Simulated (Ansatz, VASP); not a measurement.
## AlNi: VASP beside Ansatz

```xyz
2
Lattice="2.0426 -2.0426 0.0000 2.0426 2.0426 0.0000 0.0000 0.0000 2.9004" Properties=species:S:1:pos:R:3 pbc="T T T"
Al   -0.0566    0.0566   -0.0600
Ni    2.0686   -0.0260    1.4778
```

Change from the starting cell: mode 4 frozen in at -0.080 Å and mode 6 at -0.060 Å (largest displacements).

Alike in both runs: task single point; functional PBE; k mesh 16 × 16 × 16; occupations gaussian, width 0.15 eV; no spin polarisation.

|  | VASP | Ansatz |
| --- | --- | --- |
| version | VASP 6.6.1 | Ansatz 0.2.0 |
| potentials or method | VASP PAW PBE potentials, release 64 (Al, Ni), cutoff 520 eV | scalar-relativistic, plane waves, PAW |
| valence electrons in the cell | 13 | 21 |

|  | VASP | Ansatz | Ansatz less VASP |
| --- | --- | --- | --- |
| gap on the k mesh at the Fermi level (eV) | none | none | - |
| pressure (GPa) | 1.3 | 1.4 | +0.05 |
| traceless stress, the component that is largest in VASP (GPa) | -1.01 | -1.00 | +0.009 |
| rms of the force components (eV/Å) | 0.497 | 0.493 | -0.0034 |

Atom by atom the forces differ by 0.003 eV/Å (rms over components). A gap of «none» marks a metal or a gap that the smearing closes. VASP's potentials hold 13 valence electrons a cell and Ansatz's 21, so a difference there can come from the potentials and not from the codes. Ansatz's warnings: near symmetry operations not taken.
